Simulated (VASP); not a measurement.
The system is InFe2H3.

```
In Fe H
1.0
     3.58825    0.00000    0.00000
    -1.79413    3.10752    0.00000
     0.00000    0.00000    7.89977
In Fe H
1 2 3
Direct
  0.00000 0.00000 0.00000
  0.00000 0.00000 0.50000
  0.33333 0.66667 0.00000
  0.00000 0.00000 0.26722
  0.00000 0.00000 0.73278
  0.33333 0.66667 0.50000
```

The cell was built from a structure type or drawn by symmetry, and may not be a known phase.

| Quantity | Value |
| --- | --- |
| Program | VASP 6.6.1 |
| Task | relaxation of cell and atoms |
| Functional | PBE |
| Potentials or basis | VASP PAW PBE potentials, release 64 (In_d, Fe, H) |
| Cutoff | 600 eV |
| k mesh | 5 × 5 × 2 |
| Occupations | gaussian, width 0.2 eV |
| Spin | collinear spin, ferromagnetic start |
| Starting moments | [0.0, 4.0, 4.0, 0.0, 0.0, 0.0] μB |

At the start: pressure 23.0 GPa; volume 14.68 Å³/atom.

Problem. How do energy, volume and symmetry change on relaxing?

Solution. Over 8 steps the energy falls by 518.1 meV/atom and the volume is 19.89 Å³/atom (+35.5 %); space group P-6m2 (No. 187, to 0.1 Å) before and after; moment 6.48 μB per cell.

Step by step:
```tsv
step	energy change (eV)	largest force (eV/Å)	pressure (GPa)	volume (Å³)
1	0.0000	0.9564	22.99	88.09
2	-2.9924	0.6183	0.73	116.68
3	-3.0416	0.5868	-0.29	120.19
4	-3.0384	0.5136	-1.86	127.35
5	-3.0553	0.5544	-1.10	123.49
6	-3.0547	0.5607	-0.89	122.73
7	-3.0986	0.2694	-0.32	120.67
8	-3.1084	0.0541	0.08	119.33
```

Final structure:
```yaml
crystal:
  lattice:
    - [4.27807, 0.00000, 0.00000]
    - [-2.13904, 3.70492, 0.00000]
    - [0.00000, 0.00000, 7.52879]
  atoms:
    - { symbol: In, position: [0.00000, 0.00000, 0.00000] }
    - { symbol: Fe, position: [0.00000, 0.00000, 0.50000] }
    - { symbol: Fe, position: [0.33333, 0.66667, 0.00000] }
    - { symbol: H, position: [0.00000, 0.00000, 0.28030] }
    - { symbol: H, position: [0.00000, 0.00000, 0.71970] }
    - { symbol: H, position: [0.33333, 0.66667, 0.50000] }
```

Caveat: the k points lie up to 0.42 Å⁻¹ apart in the final cell; the volume moved by over 15 % at a fixed basis, so the end points are rough; the relaxation stopped at a loose force limit of 0.08 eV/Å, so its end isn't a converged minimum.
